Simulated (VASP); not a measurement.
# MgO (Fm-3m) in VASP: further runs, part 2 of 2

VASP 6.6.1. Earlier steps stand in the parts before.

## Step 4: Single point, PBEsol (volume scaled by 0.94)

File INCAR:

```
PREC = Accurate
ENCUT = 520
EDIFF = 1E-7
ISMEAR = 0
SIGMA = 0.02
LREAL = F
LASPH = T
NELM = 100
ALGO = Normal
ISIF = 2
LWAVE = F
LCHARG = F
GGA = PS
NBANDS = 11
```

File KPOINTS:

```
Automatic mesh
0
Gamma
  10 10 10
```

File POSCAR:

```
MgO
1.0
    0.0000000000      2.0641147567      2.0641147567
    2.0641147567      0.0000000000      2.0641147567
    2.0641147567      2.0641147567      0.0000000000
Mg O
1 1
Direct
    0.0000000000      0.0000000000      0.0000000000
    0.5000000000      0.5000000000      0.5000000000
```

Potentials or basis: VASP PAW PBE potentials, release 64 (Mg, O).

Command:

```console
cat potpaw_PBE.64/Mg/POTCAR potpaw_PBE.64/O/POTCAR > POTCAR
mpirun -np 1 vasp_std > vasp.out
```

OUTCAR:

```text
PREC = Accurate
   ENCUT = 520
   EDIFF = 1E-7
   ISMEAR = 0
   LREAL = F
   LASPH = T
   NELM = 100
   ISIF = 2
   GGA = PS

 ion  position               nearest neighbor table
   1  0.000  0.000  0.000-   2 2.06   2 2.06   2 2.06   2 2.06   2 2.06   2 2.06
   2  0.500  0.500  0.500-   1 2.06   1 2.06   1 2.06   1 2.06   1 2.06   1 2.06

  LATTYP: Found a face centered cubic cell.
 ALAT       =     4.1282295134

  Lattice vectors:

[... 521 lines left out ...]

 [... further k-points ...]

------------------------ aborting loop because EDIFF is reached ----------------------------------------

  FORCE on cell =-STRESS in cart. coord.  units (eV):
  Direction    XX          YY          ZZ          XY          YZ          ZX
  --------------------------------------------------------------------------------------
  -------------------------------------------------------------------------------------
  Total        1.1715883      1.1715883      1.1715883      0.0000000     -0.0000000      0.0000000
  in kB      106.7220341    106.7220341    106.7220341      0.0000000     -0.0000000      0.0000000
  external PRESSURE =     106.7220341 kB  Pullay stress =       0.0000000 kB

 VOLUME and BASIS-vectors are now :
 -----------------------------------------------------------------------------
  energy-cutoff  :      520.00
  volume of cell :       17.59
      direct lattice vectors                 reciprocal lattice vectors
     0.000000000  2.064114757  2.064114757    -0.242234594  0.242234594  0.242234594
     2.064114757  0.000000000  2.064114757     0.242234594 -0.242234594  0.242234594
     2.064114757  2.064114757  0.000000000     0.242234594  0.242234594 -0.242234594

 POSITION                                       TOTAL-FORCE (eV/Angst)
 -----------------------------------------------------------------------------------
      0.00000      0.00000      0.00000        -0.000000      0.000000     -0.000000
      2.06411      2.06411      2.06411         0.000000     -0.000000      0.000000
 -----------------------------------------------------------------------------------
    total drift:                               -0.000000     -0.000000      0.000000

  FREE ENERGIE OF THE ION-ELECTRON SYSTEM (eV)
  ---------------------------------------------------
  free  energy   TOTEN  =       -12.4773935444 eV

  energy  without entropy=      -12.4773935444  energy(sigma->0) =      -12.47739354
```

OSZICAR:

```text
N       E                     dE             d eps       ncg     rms          rms(c)
DAV:   1     0.116640128122E+02    0.11664E+02   -0.46759E+03  1202   0.648E+02
DAV:   2    -0.134156133208E+02   -0.25080E+02   -0.24573E+02  1178   0.134E+02
DAV:   3    -0.138823393699E+02   -0.46673E+00   -0.46644E+00  1246   0.156E+01
DAV:   4    -0.138833773916E+02   -0.10380E-02   -0.10380E-02  1124   0.832E-01
DAV:   5    -0.138833805847E+02   -0.31930E-05   -0.31931E-05  1199   0.454E-02    0.675E+00
DAV:   6    -0.125112832855E+02    0.13721E+01   -0.72969E+00  1073   0.151E+01    0.210E+00
DAV:   7    -0.124904394543E+02    0.20844E-01   -0.45522E-02  1145   0.195E+00    0.129E+00
DAV:   8    -0.124777089773E+02    0.12730E-01   -0.19629E-02  1085   0.163E+00    0.203E-01
DAV:   9    -0.124774521109E+02    0.25687E-03   -0.35031E-04  1196   0.130E-01    0.124E-01
DAV:  10    -0.124773916530E+02    0.60458E-04   -0.38958E-04  1163   0.143E-01    0.367E-03
DAV:  11    -0.124773932712E+02   -0.16182E-05   -0.26972E-06  1154   0.128E-02    0.321E-03
DAV:  12    -0.124773935123E+02   -0.24107E-06   -0.10784E-07   765   0.283E-03    0.569E-04
DAV:  13    -0.124773935444E+02   -0.32129E-07   -0.41113E-08   601   0.134E-03
   1 F= -.12477394E+02 E0= -.12477394E+02  d E =-.861914E-28
```

stdout:

```text
POSCAR found type information on POSCAR MgO
 POSCAR found :  2 types and       2 ions
 scaLAPACK will be used
 -----------------------------------------------------------------------------
|                                                                             |
|                                                                             |
|     You enforced a specific xc type in the INCAR file but a different       |
|     I HOPE YOU KNOW WHAT YOU ARE DOING!                                     |
|                                                                             |
 -----------------------------------------------------------------------------

 LDA part: xc-table for (Slater+PW92), standard interpolation
 POSCAR, INCAR and KPOINTS ok, starting setup
 FFT: planning ... GRIDC
 FFT: planning ... GRID_SOFT
 FFT: planning ... GRID
 WAVECAR not read
 entering main loop
```

It took 7.4 s on 1 thread of AMD EPYC 7R13 (Zen 3), shared host; peak memory 0.11 GiB.

Results:

| Quantity | Value |
| --- | --- |
| Free energy | -12.4774 eV |
| Pressure | 10.7 GPa |
| Band gap on the k mesh | 5.24 eV, direct |

Levels at points of the mesh, in eV from the valence-band top:
| k point | band 1 | band 2 | band 3 | band 4 | band 5 | band 6 | band 7 | band 8 | band 9 |
| --- | --- | --- | --- | --- | --- | --- | --- | --- | --- |
| (0.00, 0.00, 0.00) | -17.53 | 0.00 | 0.00 | 0.00 | 5.24 | 15.96 | 15.96 | 15.96 | 19.97 |
| (0.50, 0.00, 0.00) | -16.05 | -4.96 | -0.73 | -0.73 | 8.13 | 13.19 | 16.80 | 16.80 | 21.69 |
| (0.50, 0.50, 0.00) | -15.77 | -4.40 | -1.45 | -1.45 | 8.98 | 10.54 | 13.62 | 19.78 | 19.78 |

Caveat: the PAW data sets were made with another functional, which shifts forces and pressure a little.

## Step 5: Single point, PBEsol

File INCAR:

```
  PREC = Accurate
  ENCUT = 520
  EDIFF = 1E-7
  ISMEAR = 0
  SIGMA = 0.02
  LREAL = False
  LASPH = True
  NELM = 80
  ALGO = Normal
  ISIF = 2
  LWAVE = False
  LCHARG = True
  GGA = PS
  LELF = True
  LVHAR = True
  NBANDS = 11
```

KPOINTS is that of step 4.

File POSCAR:

```
MgO
1.0
    0.0000000000      2.1071294686      2.1071294686
    2.1071294686      0.0000000000      2.1071294686
    2.1071294686      2.1071294686      0.0000000000
Mg O
1 1
Direct
    0.0000000000      0.0000000000      0.0000000000
    0.5000000000      0.5000000000      0.5000000000
```

Command:

```console
cat potpaw_PBE.64/Mg/POTCAR potpaw_PBE.64/O/POTCAR > POTCAR
mpirun -np 1 vasp_std > vasp.out
```

Wall time 7.9 s (1 thread of AMD EPYC 7R13 (Zen 3), shared host); peak memory 0.11 GiB.

The run converged. Its results:

```
Free energy            : -12.5125 eV
Pressure               : -0.5 GPa
Band gap on the k mesh : 4.62 eV, direct
```

Levels at points of the mesh, in eV from the valence-band top:
| k point | band 1 | band 2 | band 3 | band 4 | band 5 | band 6 | band 7 | band 8 | band 9 |
| --- | --- | --- | --- | --- | --- | --- | --- | --- | --- |
| (0.00, 0.00, 0.00) | -17.20 | 0.00 | 0.00 | 0.00 | 4.62 | 15.62 | 15.62 | 15.62 | 19.46 |
| (0.50, 0.00, 0.00) | -15.89 | -4.67 | -0.66 | -0.66 | 7.73 | 12.49 | 16.16 | 16.16 | 20.74 |
| (0.50, 0.50, 0.00) | -15.62 | -4.14 | -1.36 | -1.36 | 8.92 | 9.86 | 12.96 | 18.82 | 18.82 |

Caveat: the PAW data sets were made with another functional, which shifts forces and pressure a little.

## Step 6: Summary

| cell | gap on the mesh (eV) | pressure (GPa) |
| --- | --- | --- |
| a = 2.980 Å, angles 60.0°, 2 atoms | 4.62 | -0.5 |
| a = 2.950 Å, angles 60.0°, 2 atoms | 4.92 | 4.6 |
| a = 2.919 Å, angles 60.0°, 2 atoms | 5.24 | 10.7 |

Alike in all rows: task single point; level PBEsol; potentials or basis VASP PAW PBE potentials, release 64 (Mg, O); no spin polarisation; k mesh 10 × 10 × 10; cutoff (eV) 520; smearing gaussian 0.02 eV.

Caveats: the PAW data sets were made with another functional, which shifts forces and pressure a little.

Total energies depend on the potentials used, so only differences within one code and one set of settings carry meaning.

## Step 7: Comparison with measurements

Step 2. Measured gap of MgO: 7.83 eV (quoted in “Electronic structure of alkaline earth and post-transition metal oxides”, 2009, arxiv:0908.1581). This calculation gives 4.62 eV (-3.21 eV). The value is that of PBEsol, without temperature or zero-point motion. Semilocal functionals fall short of measured gaps as a rule.

Step 5. Against the measured gap of MgO, 7.83 eV (quoted in “Electronic structure of alkaline earth and post-transition metal oxides”, 2009, arxiv:0908.1581), the calculated 4.62 eV is off by -3.21 eV. The value is that of PBEsol, without temperature or zero-point motion. Semilocal functionals fall short of measured gaps as a rule.
